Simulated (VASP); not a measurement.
# SiC (Moissanite 3C) (F-43m) in VASP: single point with PBE

Aim: the single point of SiC (Moissanite 3C) with PBE.

Everything below comes from runs of VASP 6.6.1. Logs are shortened: lines on timing, memory, paths and dates and some standing lists are left out, and cuts for length are marked.

## 1. The cell of the first run

It takes space group F-43m (No. 216, cubic). The conventional cell has a = 4.358 Å, b = 4.358 Å, c = 4.358 Å, α = 90.00°, β = 90.00°, γ = 90.00°. Within 2.5 Å of Si (site symmetry -43m) lie 4 C at 1.89 Å. Within 2.5 Å of C (site symmetry -43m) lie 4 Si at 1.89 Å.

## 2. Single point, PBE

INCAR

```
PREC = Accurate
ENCUT = 600
EDIFF = 1E-6
ISMEAR = -1
SIGMA = 0.1
LREAL = False
LASPH = True
NELM = 120
ALGO = Normal
ISIF = 2
LWAVE = False
LCHARG = False
GGA = PE
NBANDS = 11
GGA_COMPAT = False
```

KPOINTS

```
Automatic mesh
0
Gamma
  7 7 7
```

POSCAR

```
SiC
1.0
    0.0000000000      2.1790000000      2.1790000000
    2.1790000000      0.0000000000      2.1790000000
    2.1790000000      2.1790000000      0.0000000000
Si C
1 1
Direct
    0.0000000000      0.0000000000      0.0000000000
    0.2500000000      0.2500000000      0.2500000000
```

Potentials or basis: VASP PAW PBE potentials, release 64 (Si, C).

Started as:

```bash
> cat potpaw_PBE.64/Si/POTCAR potpaw_PBE.64/C/POTCAR > POTCAR
> mpirun -np 1 vasp_std > vasp.out
```

OUTCAR:

```text
PREC = Accurate
   ENCUT = 600
   EDIFF = 1E-6
   ISMEAR = -1
   LREAL = False
   LASPH = True
   NELM = 120
   ISIF = 2
   GGA = PE

 ion  position               nearest neighbor table
   1  0.000  0.000  0.000-   2 1.89   2 1.89   2 1.89   2 1.89
   2  0.250  0.250  0.250-   1 1.89   1 1.89   1 1.89   1 1.89

  LATTYP: Found a face centered cubic cell.
 ALAT       =     4.3580000000

  Lattice vectors:

 A1 = (   0.0000000000,   2.1790000000,   2.1790000000)
 A2 = (   2.1790000000,   0.0000000000,   2.1790000000)
 A3 = (   2.1790000000,   2.1790000000,   0.0000000000)

Analysis of symmetry for initial positions (statically):
=====================================================================
 Subroutine PRICEL returns:
 Original cell was already a primitive cell.

 Routine SETGRP: Setting up the symmetry group for a
 face centered cubic supercell.

 Subroutine GETGRP returns: Found 24 space group operations
 (whereof 24 operations were pure point group operations)
 out of a pool of 48 trial point group operations.

The static configuration has the point symmetry T_d .

Analysis of symmetry for dynamics (positions and initial velocities):
=====================================================================
 Subroutine PRICEL returns:
 Original cell was already a primitive cell.

 Routine SETGRP: Setting up the symmetry group for a
 face centered cubic supercell.

 Subroutine GETGRP returns: Found 24 space group operations
 (whereof 24 operations were pure point group operations)
 out of a pool of 48 trial point group operations.

The dynamic configuration has the point symmetry T_d .

 Subroutine INISYM returns: Found 24 space group operations
 (whereof 24 operations are pure point group operations),
 and found     1 'primitive' translations

----------------------------------------------------------------------------------------

                                     Primitive cell

  volume of cell :      20.6920

  direct lattice vectors                    reciprocal lattice vectors
     0.000000000  2.179000000  2.179000000    -0.229463056  0.229463056  0.229463056
     2.179000000  0.000000000  2.179000000     0.229463056 -0.229463056  0.229463056
     2.179000000  2.179000000  0.000000000     0.229463056  0.229463056 -0.229463056
[... 82 lines left out ...]
   NSW    =      0    number of steps for IOM
   IBRION =     -1    ionic relax: 0-MD 1-quasi-New 2-CG
   NFREE  =      0    steps in history (QN), initial steepest desc. (CG)
   ISIF   =      2    stress and relaxation
   ISYM   =      2    0-nonsym 1-usesym 2-fastsym
   POTIM  = 0.5000    time-step for ionic-motion
   TEBEG  =    0.0;   TEEND  =   0.0 temperature during run
   PSTRESS=    0.0 pullay stress
   NELECT =       8.0000    total number of electrons
   NUPDOWN=      -1.0000    fix difference up-down
   EMIN   =  10.00;   EMAX   =-10.00  energy-range for DOS
   EFERMI =   0.00;   METHOD = LEGACY
   ISMEAR =    -1;   SIGMA  =   0.10  broadening in eV -4-tet -1-fermi 0-gaus
   EFERMI_NEDOS =   21; number of points for ismear=-14 and -15
   IALGO  =     38    algorithm
   IMIX   =      4    mixing-type and parameters
     AMIX     =   0.40;   BMIX     =  1.00
     AMIX_MAG =   1.60;   BMIX_MAG =  1.00
  volume/ion in A,a.u.               =      10.35        69.82
  Fermi-wavevector in a.u.,A,eV,Ry     =   1.192626  2.253736 19.352338  1.422357
  Thomas-Fermi vector in A             =   2.328660
   LORBIT       =      0    0 simple, 1 ext, 2 COOP (PROOUT), +10 PAW based schemes
   GGA     = PE    functional components
   LHFCALC =     F    Hartree Fock is set to
   AEXX    =    0.0000 exact exchange contribution
   IVDW    =     0    specifies the selected vdW correction
   LEPSILON=     F    determine dielectric tensor
   LRPA    =     F    only Hartree local field effects (RPA)
 non-spin polarized calculation
  energy-cutoff  :      600.00
  volume of cell :       20.69
 maximum number of plane-waves:       701
 NGX is ok and might be reduce to    28
   NGX = 13   NGY = 13   NGZ = 13

 number of electron       8.0000000 magnetization

 Free energy of the ion-electron system (eV)
  ---------------------------------------------------
  ext. energy  EPLUGINS =         0.00000000
  ---------------------------------------------------
  free energy    TOTEN  =       -15.05574876 eV

  energy without entropy =      -15.05572693  energy(sigma->0) =      -15.05573784

 E-fermi :   8.9015     XC(G=0): -11.3555

 val. band max:        8.1090298860   @ k =   0.0000   0.0000   0.0000
 cond. band min:       9.7043433789   @ k =   0.4286   0.4286   0.0000
 fundamental gap:      1.5953134929
 Fermi energy:         8.9014652128

 k-point     1 :       0.0000    0.0000    0.0000
  band No.  band energies     occupation
      1      -7.2953      2.00000
      2       8.1090      1.99928
      3       8.1090      1.99928
      4       8.1090      1.99928
      5      14.3420      0.00000
      6      15.4147      0.00000
      7      15.4147      0.00000
      8      15.4147      0.00000
      9      22.6141      0.00000
     10      22.6141      0.00000
     11      24.5880      0.00000
[... 253 lines left out ...]
 k-point    20 :      -0.2857    0.4286    0.1429
  band No.  band energies     occupation
      1      -2.2522      2.00000
      2       1.0464      2.00000
      3       2.6614      2.00000
      4       4.5183      2.00000
      5      12.7974      0.00000
      6      16.6864      0.00000
      7      18.2914      0.00000
      8      19.0350      0.00000
      9      21.7345      0.00000
     10      24.7462      0.00000
     11      29.5876      0.00000

------------------------ aborting loop because EDIFF is reached ----------------------------------------

  FORCE on cell =-STRESS in cart. coord.  units (eV):
  Direction    XX          YY          ZZ          XY          YZ          ZX
  --------------------------------------------------------------------------------------
  -------------------------------------------------------------------------------------
  Total        0.3992222      0.3992222      0.3992222      0.0000000     -0.0000000     -0.0000000
  in kB       30.9117459     30.9117459     30.9117459      0.0000000     -0.0000000     -0.0000000
  external PRESSURE =      30.9117459 kB  Pullay stress =       0.0000000 kB

 VOLUME and BASIS-vectors are now :
 -----------------------------------------------------------------------------
  energy-cutoff  :      600.00
  volume of cell :       20.69
      direct lattice vectors                 reciprocal lattice vectors
     0.000000000  2.179000000  2.179000000    -0.229463056  0.229463056  0.229463056
     2.179000000  0.000000000  2.179000000     0.229463056 -0.229463056  0.229463056
     2.179000000  2.179000000  0.000000000     0.229463056  0.229463056 -0.229463056

 POSITION                                       TOTAL-FORCE (eV/Angst)
 -----------------------------------------------------------------------------------
      0.00000      0.00000      0.00000         0.000000      0.000000      0.000000
      1.08950      1.08950      1.08950        -0.000000     -0.000000     -0.000000
 -----------------------------------------------------------------------------------
    total drift:                               -0.000000     -0.000000     -0.000000

  FREE ENERGIE OF THE ION-ELECTRON SYSTEM (eV)
  ---------------------------------------------------
  free  energy   TOTEN  =       -15.0557487558 eV

  energy  without entropy=      -15.0557269263  energy(sigma->0) =      -15.05573784
```

Run time: 6.1 s. Hardware: 1 thread of AMD EPYC 9R45 (Zen 5), shared host; peak memory 0.12 GiB.

What came out:

```yaml
Free_energy: -15.0557 eV
Pressure: 3.1 GPa
Band_gap_on_the_k_mesh: 1.60 eV, indirect (least direct gap 4.67 eV)
```

Levels at points of the mesh, in eV from the valence-band top:
| k point | band 1 | band 2 | band 3 | band 4 | band 5 | band 6 | band 7 | band 8 |
| --- | --- | --- | --- | --- | --- | --- | --- | --- |
| (0.00, 0.00, 0.00) | -15.40 | 0.00 | 0.00 | 0.00 | 6.23 | 7.31 | 7.31 | 7.31 |
